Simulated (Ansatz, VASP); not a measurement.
Hg in VASP and in Ansatz

```
CELL_PARAMETERS angstrom
5.15219 0.00000 0.00000
-2.57609 4.46193 0.00000
0.00000 0.00000 8.32607
ATOMIC_POSITIONS crystal
Hg 0.33333 0.66667 0.25000
Hg 0.66667 0.33333 0.75000
```

Alike in both runs: task single point; functional RPBE; k mesh 12 × 12 × 7; occupations fermi-dirac, width 0.1 eV; no spin polarisation.

|  | VASP | Ansatz |
| --- | --- | --- |
| version | VASP 6.6.1 | Ansatz 0.2.0 |
| potentials or method | VASP PAW PBE potentials, release 64 (Hg), cutoff 520 eV | plane waves (420 eV) with PAW, scalar-relativistic |
| valence electrons in the cell | 24 | 40 |

|  | VASP | Ansatz | Ansatz less VASP |
| --- | --- | --- | --- |
| gap on the k mesh at the Fermi level (eV) | 4.13 | 4.12 | -0.008 |

VASP's potentials were made for PBE, not for RPBE. With one functional, cell and mesh, what is left measures potentials, basis and numerics. VASP's potentials hold 24 valence electrons a cell and Ansatz's 40, so a difference there can come from the potentials and not from the codes. Ansatz's warnings: xc potential rough in thin density.

Neither program's run includes spin-orbit coupling.
